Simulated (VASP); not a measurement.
# ReB: single point with PBE

The system is ReB.

```
Re B
1.0
     2.83891    0.00000    0.00000
     0.00000    2.83891    0.00000
     0.00000    0.00000    5.89162
Re B
2 2
Cartesian
  1.4195 1.4195 1.2651
  1.4195 1.4195 4.6265
  0.0000 1.4195 2.9458
  1.4195 0.0000 2.9458
```

The cell was built from a structure type or drawn by symmetry, and may not be a known phase.

- Program: VASP 6.6.1
- Task: single point
- Functional: PBE
- Potentials or basis: VASP PAW PBE potentials, release 64 (Re, B)
- Cutoff: 520 eV
- k mesh: 16 × 16 × 8
- Occupations: gaussian, width 0.1 eV
- Spin: no spin polarisation
- Dipole correction: no
- Further INCAR settings: ALGO = Normal; EDIFF = 1e-06; NBANDS = 18

The pressure is 0.7 GPa, the largest force is 0.208 eV/Å and the band gap on the k mesh is zero (bands 10 and 11 overlap by 2.27 eV).

Forces in eV/Å, atoms in the order of the input:
```
Re   0.000  0.000 -0.208
Re   0.000  0.000  0.208
B    0.000  0.000  0.000
B    0.000  0.000  0.000
```

Levels at points of the mesh, in eV from the Fermi level:
```tsv
k point	band 8	band 9	band 10	band 11	band 12	band 13
(0.00, 0.00, 0.00)	-3.15	-0.70	1.40	1.40	2.03	2.37
(0.50, 0.00, 0.00)	-0.98	-0.70	0.17	0.99	1.76	3.02
(0.50, 0.50, 0.00)	-1.89	-0.22	-0.22	1.05	3.10	3.58
(0.00, 0.00, 0.50)	-3.16	-1.08	-0.51	-0.51	2.10	2.29
(0.50, 0.00, 0.50)	-1.36	-0.67	-0.26	-0.08	1.68	2.84
(0.50, 0.50, 0.50)	-2.15	-0.87	1.47	1.47	3.74	3.76
```

It took 75 s on 1 thread of Intel(R) Xeon(R) 6975P-C (Granite Rapids), with other jobs on the host, peak memory 0.3 GiB.

Caveat: spin-orbit coupling is left out, which moves the levels of the heavy elements.
